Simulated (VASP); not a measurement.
**Cd5HgTe6: single point with PBE**

The system is Cd5HgTe6.

```
Cd Hg Te
1.0
     4.31857    0.00000    0.00000
     0.00000    4.31857    0.00000
     0.00000    0.00000   18.53215
Cd Hg Te
5 1 6
Direct
  0.00000 0.00000 0.66595
  0.50000 0.50000 0.83196
  0.50000 0.50000 0.16804
  0.00000 0.00000 0.33405
  0.50000 0.50000 0.50000
  0.00000 0.00000 0.00000
  0.00000 0.00000 0.82797
  0.50000 0.50000 0.00000
  0.00000 0.00000 0.17203
  0.50000 0.50000 0.33528
  0.00000 0.00000 0.50000
  0.50000 0.50000 0.66472
```

```
Program             : VASP 6.6.1
Task                : single point
Functional          : PBE
Potentials or basis : VASP PAW PBE potentials, release 64 (Cd, Hg, Te)
Cutoff              : 520 eV
k mesh              : 8 × 8 × 2
Occupations         : gaussian, width 0.1 eV
Spin                : no spin polarisation
```

```json
{
 "Pressure": "0.2 GPa",
 "Largest force": "0.010 eV/Å",
 "Band gap on the k mesh": "zero (bands 54 and 55 overlap by 1.98 eV)"
}
```

Forces on the atoms (eV/Å):
```
Cd   0.000  0.000 -0.004
Cd   0.000  0.000  0.000
Cd   0.000  0.000  0.000
Cd   0.000  0.000  0.004
Cd   0.000  0.000  0.000
Hg   0.000  0.000  0.000
Te   0.000  0.000  0.010
Te   0.000  0.000  0.000
Te   0.000  0.000 -0.010
Te   0.000  0.000  0.002
Te   0.000  0.000  0.000
Te   0.000  0.000 -0.002
```

Levels at points of the mesh, in eV from the Fermi level:
| k point | band 51 | band 52 | band 53 | band 54 | band 55 | band 56 | band 57 | band 58 |
| --- | --- | --- | --- | --- | --- | --- | --- | --- |
| (0.00, 0.00, 0.00) | -0.83 | -0.83 | -0.46 | -0.46 | -0.44 | -0.30 | 0.13 | 0.23 |
| (0.50, 0.00, 0.00) | -0.04 | -0.03 | -0.02 | 0.24 | 2.49 | 2.72 | 3.08 | 3.11 |
| (0.50, 0.50, 0.00) | -2.08 | -2.08 | -1.99 | -1.96 | -1.73 | -1.27 | 0.83 | 1.07 |
| (0.00, 0.00, 0.50) | -1.20 | -0.84 | -0.65 | -0.65 | -0.52 | -0.52 | 1.00 | 1.27 |
| (0.50, 0.00, 0.50) | -0.03 | 0.01 | 0.07 | 0.25 | 2.52 | 2.68 | 2.74 | 2.87 |
| (0.50, 0.50, 0.50) | -2.32 | -2.32 | -2.18 | -2.18 | -0.86 | -0.31 | -0.30 | -0.15 |

Wall time 11 min on 1 thread of Intel(R) Xeon(R) Platinum 8488C (Sapphire Rapids), with other jobs on the host, peak memory 0.76 GiB.

Caveat: spin-orbit coupling is left out, which moves the levels of the heavy elements.
